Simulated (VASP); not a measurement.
Here is a VASP 6.6.1 calculation.

File INCAR:

```
SYSTEM = FePt
  PREC = Accurate
  ENCUT = 520
  EDIFF = 1E-6
  ISMEAR = -1
  SIGMA = 0.05
  LREAL = .False.
  LASPH = .True.
  NELM = 150
  ALGO = Normal
  ISIF = 2
  LWAVE = .False.
  LCHARG = .True.
  ISPIN = 2
  MAGMOM = 0 0
  LORBIT = 11
  NUPDOWN = 0.0
  LMAXMIX = 4
  GGA = PE
  LELF = .True.
  LVHAR = .True.
  NBANDS = 20
```

File KPOINTS:

```
Automatic mesh
0
Gamma
  8 8 6
  0 0 0
```

File POSCAR:

```
FePt
1.0
    2.7235000000      0.0000000000      0.0000000000
    0.0000000000      2.7235000000      0.0000000000
    0.0000000000      0.0000000000      3.7200000000
Pt Fe
1 1
Direct
    0.5000000000      0.5000000000      0.5000000000
    0.0000000000      0.0000000000      0.0000000000
```

Potentials or basis: VASP PAW PBE potentials, release 64 (Pt, Fe).

Command:

```console
$ cat potpaw_PBE.64/Pt/POTCAR potpaw_PBE.64/Fe/POTCAR > POTCAR
$ mpirun -np 1 vasp_std > vasp.out
```

Task: What does it give for the pressure?

Result: -13.4 GPa.

Stress tensor (GPa, compression positive):
```
-14.25   0.00   0.00
  0.00 -14.25   0.00
  0.00   0.00 -11.66
```

Caveat: the total moment is fixed, so each spin has its own Fermi level.
